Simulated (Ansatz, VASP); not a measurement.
# MgS: VASP beside Ansatz

The input INCAR:

```
ALGO = Normal
EDIFF = 1E-8
ENCUT = 520
GGA = PE
ISIF = 2
ISMEAR = -1
LASPH = True
LCHARG = False
LEFG = True
LREAL = False
LWAVE = False
NBANDS = 11
NELM = 60
PREC = Accurate
SIGMA = 0.02
```

The input KPOINTS:

```
k-points
0
Gamma
  9 9 9
```

Contents of POSCAR:

```
MgS
1.0
    0.0000000000      2.6016500000      2.6016500000
    2.6016500000      0.0000000000      2.6016500000
    2.6016500000      2.6016500000      0.0000000000
Mg S
1 1
Direct
    0.0000000000      0.0000000000      0.0000000000
    0.5000000000      0.5000000000      0.5000000000
```

Input for Ansatz:

```yaml
crystal:
  lattice:
    - [0.0, 2.60165, 2.60165]
    - [2.60165, 0.0, 2.60165]
    - [2.60165, 2.60165, 0.0]
  atoms:
    - { symbol: Mg, position: [0.0, 0.0, 0.0] }
    - { symbol: S, position: [0.5, 0.5, 0.5] }
kpoints:
  mp_grid: { grid: [9, 9, 9] }
scf:
  occupations: { method: fermi_dirac, width: 0.02 }
  convergence: { dr2_threshold: 1.0e-06 }
hamiltonian:
  xc: pbe
  pseudopotentials: { kind: paw }
output:
  forces: true
  stress: true
  populations: true
  efg:
    quadrupole_moments_barn: { Mg: 0.1994, S: -0.0694 }
    contact_densities: true
  write_density: true
  write_potential: true
  elf: true
  volumetric_format: npy
```

Alike in both runs: task electric field gradients; functional PBE; k mesh 9 × 9 × 9; occupations fermi-dirac, width 0.02 eV; no spin polarisation.

|  | VASP | Ansatz |
| --- | --- | --- |
| version | VASP 6.6.1 | Ansatz 0.2.0 |
| potentials or method | VASP PAW PBE potentials, release 64 (Mg, S) | plane-wave PAW, scalar-relativistic |
| plane-wave cutoff (eV) | 520 | 420 |
| valence electrons in the cell | 8 | 16 |

|  | VASP | Ansatz | Ansatz less VASP |
| --- | --- | --- | --- |
| gap on the k mesh at the Fermi level (eV) | 2.91 | 2.92 | +0.014 |
| pressure (GPa) | 0.9 | 1.2 | +0.30 |

With one functional, cell and mesh, what is left measures potentials, basis and numerics. VASP's potentials hold 8 valence electrons a cell and Ansatz's 16, so a difference there can come from the potentials and not from the codes. Ansatz's warnings: force scf threshold loose, stress scf threshold loose.
